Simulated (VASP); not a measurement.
A run of VASP 6.6.1 is set up as follows.

Contents of POSCAR:

```
NbW
1.0
    1.6174292500     -2.2736268600      0.0000000000
    1.6174292500      2.2736268600      0.0000000000
    0.0000000000      0.0000000000      4.5984946600
Nb W
1 1
Direct
    0.0000000000      0.0000000000      0.0000000000
    0.5000000000      0.5000000000      0.5000000000
```

Contents of INCAR.step1:

```
  ALGO = Normal
  EDIFF = 1E-4
  ENCUT = 520
  GGA = PE
  ISMEAR = 1
  LASPH = T
  LCHARG = F
  LREAL = F
  LWAVE = T
  NBANDS = 20
  NELM = 80
  PREC = Accurate
  SIGMA = 0.2
```

File INCAR.step2:

```
  ALGO = Normal
  EDIFF = 1E-6
  ENCUT = 520
  ISIF = 2
  ISMEAR = 1
  ISTART = 1
  LASPH = T
  LCHARG = F
  LMIXTAU = T
  LREAL = F
  LWAVE = F
  METAGGA = R2SCAN
  NBANDS = 20
  NELM = 80
  PREC = Accurate
  SIGMA = 0.2
```

File KPOINTS:

```
k-points
0
Gamma
  9 9 5
```

Potentials or basis: VASP PAW PBE potentials, release 64 (Nb_sv, W_sv).

Launch:

```bash
$ cat potpaw_PBE.64/Nb_sv/POTCAR potpaw_PBE.64/W_sv/POTCAR > POTCAR
$ cp INCAR.step1 INCAR
$ mpirun -np 1 vasp_std > vasp.out
$ cp INCAR.step2 INCAR
$ mpirun -np 1 vasp_std > vasp.out
```

Question: Predict the pressure.

Answer: -1.7 GPa.

Stress tensor (GPa, compression positive):
```
-1.35  0.00  0.00
 0.00 -1.49  0.00
 0.00  0.00 -2.31
```

Caveat: the PAW data sets were made with another functional, which shifts forces and pressure a little.
